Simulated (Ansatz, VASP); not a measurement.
**Two plane-wave programs on SnO2**

```
Sn O
1.0
     4.76850    0.00000    0.00000
     0.00000    4.76850    0.00000
     0.00000    0.00000    3.21139
Sn O
2 4
Direct
  0.00000 0.00000 0.00000
  0.50000 0.50000 0.50000
  0.30630 0.30630 0.00000
  0.69370 0.69370 0.00000
  0.19370 0.80630 0.50000
  0.80630 0.19370 0.50000
```

Alike in both runs: functional PBEsol; k mesh 6 × 6 × 8; occupations gaussian, width 0.02 eV; no spin polarisation.

Ansatz relaxed the structure, and its values are those at the end. VASP's run is a single point on that final structure, the one shown.

|  | VASP | Ansatz |
| --- | --- | --- |
| version | VASP 6.6.1 | Ansatz 0.2.0 |
| potentials or method | VASP PAW PBE potentials, release 64 (Sn_d, O), cutoff 600 eV | scalar-relativistic, plane waves, PAW |
| valence electrons in the cell | 52 | 52 |

|  | VASP | Ansatz | Ansatz less VASP |
| --- | --- | --- | --- |
| gap on the k mesh at the Fermi level (eV) | 0.92 | 0.92 | +0.004 |
| least direct gap on the mesh (eV) | 0.92 | 0.92 | +0.004 |
| pressure (GPa) | 0.6 | 0.0 | -0.60 |
| rms of the force components (eV/Å) | 0.009 | 0.000 | -0.0091 |

VASP's potentials were made for PBE, not for PBEsol, and Ansatz warns of the same on its side. The functional is the same, so the differences come from potentials, cutoffs and numerics.
